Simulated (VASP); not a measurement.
Crystal: Pd.

```
CELL_PARAMETERS angstrom
0.00000 2.70823 2.70823
2.70823 0.00000 2.70823
2.70823 2.70823 0.00000
ATOMIC_POSITIONS crystal
Pd 0.12500 0.12500 0.12500
Pd 0.87500 0.87500 0.87500
```

This isn't the form of Pd at room conditions, which is fcc.

- Program: VASP 6.6.1
- Task: relaxation of cell and atoms
- Functional: BLYP
- Potentials or basis: VASP PAW PBE potentials, release 64 (Pd)
- Cutoff: 500 eV
- k mesh: 10 × 10 × 10
- Occupations: fermi-dirac, width 0.05 eV
- Spin: collinear spin
- Starting moments: [0.5, 0.5] μB

At the start: pressure 31.1 GPa; volume 19.86 Å³/atom.

Problem. How do energy, volume and symmetry change on relaxing?

Solution. Over 19 steps the energy falls by 456.5 meV/atom and the volume is 26.02 Å³/atom (+31.0 %); space group Fd-3m (No. 227, to 0.1 Å) before and after; moment 0.88 μB per cell.

The path:
```
step  energy change (eV)  largest force (eV/Å)  pressure (GPa)  volume (Å³)
   1              0.0000                0.0000           31.15        39.73
   2             -0.4935                0.0000           -7.28        66.33
   3             -0.9129                0.0000           -0.20        52.26
   4             -0.9129                0.0000            0.10        51.99
   5             -0.9129                0.0000            0.10        51.99
   6             -0.9129                0.0000            0.10        51.99
   7             -0.9129                0.0000            0.10        51.99
   8             -0.9129                0.0000            0.10        51.99
   9             -0.9129                0.0000            0.10        51.99
  10             -0.9129                0.0000            0.10        51.99
  11             -0.9130                0.0000            0.10        51.99
  12             -0.9130                0.0000            0.10        51.99
  13             -0.9130                0.0000            0.10        51.99
  14             -0.9130                0.0000            0.10        51.99
  15             -0.9130                0.0000            0.10        51.99
  16             -0.9130                0.0000            0.10        52.00
  17             -0.9130                0.0000            0.09        52.00
  18             -0.9130                0.0000            0.08        52.01
  19             -0.9130                0.0000            0.06        52.03
```

Final structure:
```
Pd
1.0
     0.00000    2.96308    2.96308
     2.96308    0.00000    2.96308
     2.96308    2.96308    0.00000
Pd
2
Direct
  0.12500 0.12500 0.12500
  0.87500 0.87500 0.87500
```

Caveat: the volume moved by over 15 % at a fixed basis, so the end points are rough; the PAW data sets were made with another functional, which shifts forces and pressure a little.
